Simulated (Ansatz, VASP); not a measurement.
## Two plane-wave programs on Li7Sb

```
Li Sb
1.0
     2.51537    1.45225    6.90407
    -2.51537    1.45225    6.90407
     0.00000   -2.90450    6.90407
Li Sb
7 1
Direct
  0.00000 0.00000 0.50000
  0.50000 0.00000 0.00000
  0.00000 0.50000 0.00000
  0.70908 0.70908 0.70908
  0.29092 0.29092 0.29092
  0.42131 0.42131 0.42131
  0.57869 0.57869 0.57869
  0.00000 0.00000 0.00000
```

Alike in both runs: task relaxation of cell and atoms; functional PBE; k mesh 9 × 9 × 9; occupations gaussian, width 0.1 eV; no spin polarisation.

```csv
,VASP,Ansatz
version,VASP 6.6.1,Ansatz 0.2.0
potentials or method,"VASP PAW PBE potentials, release 64 (Li_sv, Sb), cutoff 600 eV","scalar-relativistic, plane waves, PAW"
valence electrons in the cell,26,36
```

```csv
,VASP,Ansatz,Ansatz less VASP
"gap on the k mesh at the Fermi level, each at its own relaxed structure (eV)",none,none,-
relaxed volume (Å³/atom),18.76,18.89,+0.125
relaxed cell length with the largest relative difference (Å),7.482,7.504,+0.0217
```

A gap of «none» marks a metal or a gap that the smearing closes. VASP's potentials hold 26 valence electrons a cell and Ansatz's 36, so a difference there can come from the potentials and not from the codes.

Spin-orbit coupling is off throughout. Noted on VASP's run: the cutoff is short for stress, so the pressure is rough.
